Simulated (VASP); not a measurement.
Zn, 2 atoms in the cell. The structure is hexagonal, space group P6_3/mmc (No. 194). The conventional cell has a = 2.568 Å, b = 2.568 Å, c = 4.661 Å, α = 90.00°, β = 90.00°, γ = 120.00°. Zn (site symmetry -6m2) has 12 Zn at 2.57 to 2.76 Å within 3.4 Å. 

| Item | Value |
| --- | --- |
| Program | VASP 6.6.1 |
| Task | single point |
| Functional | r2SCAN |
| Potentials or basis | VASP PAW PBE potentials, release 64 (Zn) |
| Cutoff | 520 eV |
| k mesh | 18 × 18 × 8 |
| Occupations | gaussian, width 0.1 eV |
| Spin | no spin polarisation |
| Dipole correction | no |
| Further INCAR settings | ALGO = Normal; EDIFF = 1e-07; NBANDS = 19 |

Potentials or basis: VASP PAW PBE potentials, release 64 (Zn).

Run with:

```console
$ cat potpaw_PBE.64/Zn/POTCAR > POTCAR
$ cp INCAR.step1 INCAR
$ mpirun -np 1 vasp_std > vasp.out
$ cp INCAR.step2 INCAR
$ mpirun -np 1 vasp_std > vasp.out
```

Hardware: 1 thread of Intel(R) Xeon(R) 6975P-C (Granite Rapids) (shared host).

Problem. How long does it take, and how much memory?

Solution. Wall time 3.6 min on 1 thread of Intel(R) Xeon(R) 6975P-C (Granite Rapids) (shared host), peak memory 0.19 GiB. Counts: k points 185.
